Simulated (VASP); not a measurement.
Wanted: the native input for a VASP 6.6.1 run.

| Property | Result |
| --- | --- |
| Task | relaxation of cell and atoms |
| Functional | PBEsol |
| Potentials or basis | VASP PAW PBE potentials, release 64 (Ti_sv) |
| Cutoff | 500 eV |
| k mesh | 20 × 20 × 11 |
| Occupations | fermi-dirac, width 0.05 eV |
| Spin | no spin polarisation |
| Dipole correction | no |
| Further INCAR settings | ALGO = Normal; EDIFF = 1e-07; IBRION = 2; EDIFFG = -0.003; NSW = 100; ISIF = 3 |

The structure of Ti lies in POSCAR:

```
Ti
1.0
    2.9500000000      0.0000000000      0.0000000000
   -1.4750000000      2.5547749412      0.0000000000
    0.0000000000      0.0000000000      4.6860000000
Ti
2
Direct
    0.3333333333      0.6666666667      0.2500000000
    0.6666666667      0.3333333333      0.7500000000
```

The input as run:

INCAR

```
SYSTEM = Ti
ALGO = Normal ; EDIFF = 1E-7
EDIFFG = -0.003 ; ENCUT = 500
GGA = PS ; GGA_COMPAT = .False.
IBRION = 2 ; ISIF = 3
ISMEAR = -1 ; LASPH = .True.
LCHARG = .False. ; LREAL = .False.
LWAVE = .False. ; NELM = 120
NELMIN = 4 ; NSW = 100
PREC = Accurate ; SIGMA = 0.05
```

KPOINTS

```
k-points
0
Gamma
  20 20 11
  0 0 0
```

Potentials or basis: VASP PAW PBE potentials, release 64 (Ti_sv).

The run is started by

```console
$ cat potpaw_PBE.64/Ti_sv/POTCAR > POTCAR
$ mpirun -np 1 vasp_std > vasp.out
```

It gave:

The relaxed volume is 16.68 Å³/atom, the relaxed cell is a = 2.898 Å, b = 2.898 Å, c = 4.587 Å, α = 90.00°, β = 90.00°, γ = 120.00° and the space group after relaxing (to 0.1 Å) is P6_3/mmc (No. 194). The energy gained by relaxing is 19.5 meV/atom, the ionic steps are 7 and the pressure after relaxing is 0.0 GPa. The band gap on the k mesh is zero (bands 12 and 13 overlap by 1.09 eV).

Caveat: the PAW data sets were made with another functional, which shifts forces and pressure a little.

Wall time 4.1 min on 1 thread of Intel(R) Xeon(R) 6975P-C (Granite Rapids) (shared host), peak memory 0.26 GiB.
